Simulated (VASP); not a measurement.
# Ba4Ti3O10 in VASP: single point with r2SCAN

Aim: the single point of Ba4Ti3O10 with r2SCAN.

Everything below comes from runs of VASP 6.6.1. Logs are shortened: lines on timing, memory, paths and dates and some standing lists are left out, and cuts for length are marked.

## 1. The cell of the first run

The cell holds a slab with vacuum, 17 atoms: a = 3.970 Å, b = 3.970 Å, c = 26.910 Å, α = 90.00°, β = 90.00°, γ = 90.00°.

## 2. Single point, r2SCAN

POSCAR reads:

```
Ba4Ti3O10
1.0
    3.9698693943      0.0000000000      0.0000000000
    0.0000000000      3.9698693943      0.0000000000
    0.0000000000      0.0000000000     26.9096081829
Ba O Ti
4 10 3
Direct
    0.5000000000      0.5000000000      0.2787108586
    0.5000000000      0.5000000000      0.4262369529
    0.5000000000      0.5000000000      0.5737630471
    0.5000000000      0.5000000000      0.7212891414
    0.0000000000      0.0000000000      0.2787108586
    0.5000000000      0.0000000000      0.3524739057
    0.0000000000      0.5000000000      0.3524739057
    0.0000000000      0.0000000000      0.4262369529
    0.5000000000      0.0000000000      0.5000000000
    0.0000000000      0.5000000000      0.5000000000
    0.0000000000      0.0000000000      0.5737630471
    0.5000000000      0.0000000000      0.6475260943
    0.0000000000      0.5000000000      0.6475260943
    0.0000000000      0.0000000000      0.7212891414
    0.0000000000      0.0000000000      0.3524739057
    0.0000000000      0.0000000000      0.5000000000
    0.0000000000      0.0000000000      0.6475260943
```

INCAR.step1 reads:

```
PREC     = Accurate       # precision mode
ENCUT    = 580            # plane-wave cutoff, eV
ISMEAR   = 0              # smearing method
SIGMA    = 0.05           # smearing width, eV
LREAL    = F              # projectors in reciprocal space
LASPH    = T              # aspherical terms in the spheres
NELM     = 120            # most SCF steps
LDIPOL   = T            
IDIPOL   = 3            
DIPOL    = 0.5 0.5 0.500
NBANDS   = 82             # bands
GGA      = PE             # functional
ALGO     = Normal         # electronic algorithm
EDIFF    = 1E-5           # SCF threshold, eV
LWAVE    = T              # write WAVECAR
LCHARG   = F              # write CHGCAR
GGA_COMPAT= F            
NELMDL   = -8
```

INCAR.step2 reads:

```
PREC     = Accurate       # precision mode
ENCUT    = 580            # plane-wave cutoff, eV
EDIFF    = 1E-6           # SCF threshold, eV
ISMEAR   = 0              # smearing method
SIGMA    = 0.05           # smearing width, eV
LREAL    = F              # projectors in reciprocal space
LASPH    = T              # aspherical terms in the spheres
NELM     = 120            # most SCF steps
ALGO     = Normal         # electronic algorithm
ISIF     = 2              # what is computed and relaxed
LWAVE    = F              # write WAVECAR
LCHARG   = F              # write CHGCAR
LDIPOL   = T            
IDIPOL   = 3            
DIPOL    = 0.5 0.5 0.500
METAGGA  = R2SCAN         # meta-GGA
LMIXTAU  = T            
NBANDS   = 82             # bands
ISTART   = 1            
GGA_COMPAT= F
```

KPOINTS reads:

```
regular mesh
0
Gamma
  7 7 1
```

Potentials or basis: VASP PAW PBE potentials, release 64 (Ba_sv, O, Ti_sv).

Command:

```console
$ cat potpaw_PBE.64/Ba_sv/POTCAR potpaw_PBE.64/O/POTCAR potpaw_PBE.64/Ti_sv/POTCAR > POTCAR
$ cp INCAR.step1 INCAR
$ mpirun -np 1 vasp_std > vasp.out
$ cp INCAR.step2 INCAR
$ mpirun -np 1 vasp_std > vasp.out
```

OUTCAR:

```text
PREC = Accurate
   ENCUT = 580
   EDIFF = 1E-6
   ISMEAR = 0
   LREAL = F
   LASPH = T
   NELM = 120
   ISIF = 2
   METAGGA = R2SCAN
   ISTART = 1

 ion  position               nearest neighbor table
   1  0.500  0.500  0.279-   6 2.81   7 2.81   6 2.81   7 2.81   5 2.81   5 2.81   5 2.81   5 2.81
                            15 3.44  15 3.44  15 3.44  15 3.44   2 3.97
   2  0.500  0.500  0.426-   9 2.81  10 2.81   9 2.81  10 2.81   8 2.81   8 2.81   8 2.81   8 2.81
                             7 2.81   6 2.81   7 2.81   6 2.81  16 3.44  16 3.44  16 3.44  16 3.44
   3  0.500  0.500  0.574-   9 2.81  10 2.81   9 2.81  10 2.81  11 2.81  11 2.81  11 2.81  11 2.81
                            12 2.81  13 2.81  13 2.81  12 2.81  16 3.44  16 3.44  16 3.44  16 3.44
   4  0.500  0.500  0.721-  12 2.81  13 2.81  12 2.81  13 2.81  14 2.81  14 2.81  14 2.81  14 2.81
                            17 3.44  17 3.44  17 3.44  17 3.44   3 3.97
   5  0.000  0.000  0.279-  15 1.98   1 2.81   1 2.81   1 2.81   1 2.81
   6  0.500  0.000  0.352-  15 1.98  15 1.98   1 2.81   1 2.81   2 2.81   2 2.81
   7  0.000  0.500  0.352-  15 1.98  15 1.98   1 2.81   1 2.81   2 2.81   2 2.81
   8  0.000  0.000  0.426-  16 1.98  15 1.98   2 2.81   2 2.81   2 2.81   2 2.81
   9  0.500  0.000  0.500-  16 1.98  16 1.98   2 2.81   2 2.81   3 2.81   3 2.81
  10  0.000  0.500  0.500-  16 1.98  16 1.98   2 2.81   3 2.81   2 2.81   3 2.81
  11  0.000  0.000  0.574-  16 1.98  17 1.98   3 2.81   3 2.81   3 2.81   3 2.81
  12  0.500  0.000  0.648-  17 1.98  17 1.98   4 2.81   4 2.81   3 2.81   3 2.81
  13  0.000  0.500  0.648-  17 1.98  17 1.98   4 2.81   4 2.81   3 2.81   3 2.81
  14  0.000  0.000  0.721-  17 1.98   4 2.81   4 2.81   4 2.81   4 2.81
  15  0.000  0.000  0.352-   5 1.98   6 1.98   7 1.98   7 1.98   6 1.98   8 1.98   1 3.44   1 3.44
                             1 3.44   1 3.44   2 3.44   2 3.44   2 3.44   2 3.44
  16  0.000  0.000  0.500-   8 1.98  11 1.98  10 1.98   9 1.98  10 1.98   9 1.98   2 3.44   3 3.44
                             2 3.44   2 3.44   3 3.44   3 3.44   2 3.44   3 3.44
  17  0.000  0.000  0.648-  14 1.98  13 1.98  12 1.98  13 1.98  12 1.98  11 1.98   4 3.44   4 3.44
                             4 3.44   4 3.44   3 3.44   3 3.44   3 3.44   3 3.44

  LATTYP: Found a simple tetragonal cell.
 ALAT       =     3.9698693943
 C/A-ratio  =     6.7784618359

  Lattice vectors:

 A1 = (   3.9698693943,   0.0000000000,   0.0000000000)
 A2 = (   0.0000000000,   3.9698693943,   0.0000000000)
 A3 = (   0.0000000000,   0.0000000000,  26.9096081829)

Analysis of symmetry for initial positions (statically):
=====================================================================
 Subroutine PRICEL returns:
 Original cell was already a primitive cell.

 Routine SETGRP: Setting up the symmetry group for a
 simple tetragonal supercell.

 Subroutine GETGRP returns: Found 16 space group operations
 (whereof 16 operations were pure point group operations)
 out of a pool of 16 trial point group operations.

[... 151 lines left out ...]
  Fermi-wavevector in a.u.,A,eV,Ry     =   1.120558  2.117548 17.084173  1.255651
  Thomas-Fermi vector in A             =   2.257206
   LORBIT       =      0    0 simple, 1 ext, 2 COOP (PROOUT), +10 PAW based schemes
   METAGGA = R2SCAN    functional components
   LHFCALC =     F    Hartree Fock is set to
   AEXX    =    0.0000 exact exchange contribution
   IVDW    =     0    specifies the selected vdW correction
   LEPSILON=     F    determine dielectric tensor
   LRPA    =     F    only Hartree local field effects (RPA)
 non-spin polarized calculation
 Gauss-broadening in eV      SIGMA  =   0.05
  energy-cutoff  :      580.00
  volume of cell :      424.09
 maximum number of plane-waves:     13474
 NGX is ok and might be reduce to    32
   NGX = 15   NGY = 15   NGZ =105

 dipolmoment           0.000000      0.000000      0.000000 electrons x Angstroem

 number of electron     135.9999953 magnetization

 dipolmoment           0.000000      0.000000     -0.000000 electrons x Angstroem

 Free energy of the ion-electron system (eV)
  ---------------------------------------------------
  ext. energy  EPLUGINS =         0.00000000
  ---------------------------------------------------
  free energy    TOTEN  =      -260.07641568 eV

  energy without entropy =     -260.07641568  energy(sigma->0) =     -260.07641568

 E-fermi :   0.6571     XC(G=0):  -6.7195

 val. band max:        0.3224967148   @ k =   0.4286   0.4286   0.0000
 cond. band min:       2.6245865526   @ k =   0.0000   0.0000   0.0000
 fundamental gap:      2.3020898378
 Fermi energy:         0.6570854484

 k-point     1 :       0.0000    0.0000    0.0000
  band No.  band energies     occupation
      1     -58.3425      2.00000
      2     -58.2703      2.00000
      3     -58.2703      2.00000
      4     -33.5489      2.00000
      5     -33.5190      2.00000
      6     -33.5190      2.00000
[... 819 lines left out ...]
     79       5.6805      0.00000
     80       5.9333      0.00000
 [bands above 80 left out]

------------------------ aborting loop because EDIFF is reached ----------------------------------------

 vacuum level on the upper side and lower side of the slab       (xc-potential included)        -0.040        -0.040

  FORCE on cell =-STRESS in cart. coord.  units (eV):
  Direction    XX          YY          ZZ          XY          YZ          ZX
  --------------------------------------------------------------------------------------
  -------------------------------------------------------------------------------------
  Total        3.6081106      3.6081106      2.9469680      0.0000000      0.0000000      0.0000000
  in kB       13.6310910     13.6310910     11.1333585      0.0000000      0.0000000      0.0000000
  external PRESSURE =      12.7985135 kB  Pullay stress =       0.0000000 kB

 VOLUME and BASIS-vectors are now :
 -----------------------------------------------------------------------------
  energy-cutoff  :      580.00
  volume of cell :      424.09
      direct lattice vectors                 reciprocal lattice vectors
     3.969869394  0.000000000  0.000000000     0.251897456  0.000000000  0.000000000
     0.000000000  3.969869394  0.000000000     0.000000000  0.251897456  0.000000000
     0.000000000  0.000000000 26.909608183     0.000000000  0.000000000  0.037161448

 POSITION                                       TOTAL-FORCE (eV/Angst)
 -----------------------------------------------------------------------------------
      1.98493      1.98493      7.50000        -0.000000     -0.000000      0.236188
      1.98493      1.98493     11.46987        -0.000000     -0.000000      0.119509
      1.98493      1.98493     15.43974         0.000000     -0.000000     -0.119509
      1.98493      1.98493     19.40961        -0.000000     -0.000000     -0.236188
      0.00000      0.00000      7.50000        -0.000000     -0.000000      0.341812
      1.98493      0.00000      9.48493        -0.000000     -0.000000     -0.178420
[... 9 lines left out ...]
      0.00000      0.00000     13.45480        -0.000000     -0.000000      0.000000
      0.00000      0.00000     17.42467        -0.000000     -0.000000      1.072478
 -----------------------------------------------------------------------------------
    total drift:                                0.000000      0.000000     -0.000000

  FREE ENERGIE OF THE ION-ELECTRON SYSTEM (eV)
  ---------------------------------------------------
  free  energy   TOTEN  =      -260.0764156800 eV

  energy  without entropy=     -260.0764156800  energy(sigma->0) =     -260.07641568

 vacuum level on the upper side and lower side of the slab         3.517         3.517
```

Run time: 27 min. Hardware: 1 thread of Intel Xeon 6975P-C (Granite Rapids), shared host; peak memory 0.74 GiB.

What came out:

| Item | Value |
| --- | --- |
| Free energy | -260.0764 eV |
| Largest force | 1.072 eV/Å |
| Band gap on the k mesh | 2.30 eV (least direct gap 2.38 eV) |

Forces on the atoms (eV/Å):
```
Ba   0.000  0.000  0.236
Ba   0.000  0.000  0.120
Ba   0.000  0.000 -0.120
Ba   0.000  0.000 -0.236
O    0.000  0.000  0.342
O    0.000  0.000 -0.178
O    0.000  0.000 -0.178
O    0.000  0.000  0.189
O    0.000  0.000  0.000
O    0.000  0.000  0.000
O    0.000  0.000 -0.189
O    0.000  0.000  0.178
O    0.000  0.000  0.178
O    0.000  0.000 -0.342
Ti   0.000  0.000 -1.072
Ti   0.000  0.000  0.000
Ti   0.000  0.000  1.072
```

Caveat: the PAW data sets were made with another functional, which shifts forces and pressure a little; spin-orbit coupling is left out, which moves the levels of the heavy elements.
